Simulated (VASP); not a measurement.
Input of a VASP 6.6.1 run:

The input INCAR:

```
SYSTEM = ScAl3
  PREC = Accurate
  ENCUT = 520
  EDIFF = 1E-6
  ISMEAR = 0
  SIGMA = 0.1
  LREAL = .False.
  LASPH = .True.
  NELM = 100
  ALGO = Fast
  ISIF = 2
  LWAVE = .False.
  LCHARG = .True.
  GGA = PE
  LELF = .True.
  LVHAR = .True.
  NBANDS = 18
```

Contents of KPOINTS:

```
Automatic mesh
0
Gamma
  12 12 12
  0 0 0
```

File POSCAR:

```
ScAl3
1.0
    4.1874372080      0.0000000000      0.0000000000
    0.0000000000      4.1874372080      0.0000000000
    0.0000000000      0.0000000000      4.0690652552
Sc Al
1 3
Direct
    0.0000000000      0.0000000000      0.0000000000
    0.5000000000      0.0000000000      0.5000000000
    0.0000000000      0.5000000000      0.5000000000
    0.5000000000      0.5000000000      0.0000000000
```

Potentials or basis: VASP PAW PBE potentials, release 64 (Sc_sv, Al).

Launch:

```console
$ cat potpaw_PBE.64/Sc_sv/POTCAR potpaw_PBE.64/Al/POTCAR > POTCAR
$ mpirun -np 1 vasp_std > vasp.out
```

Task: Predict the band gap on the k mesh.

Result: Zero (bands 10 and 11 overlap by 3.61 eV).

Task: What does it give for the pressure?

Result: -2.4 GPa.

Stress tensor (GPa, compression positive):
```
-3.62  0.00  0.00
 0.00 -3.62  0.00
 0.00  0.00  0.01
```

Caveat: the cell differs from its parent crystal (biaxial strain in the a-b plane: +2.0 %, then relaxed in part).
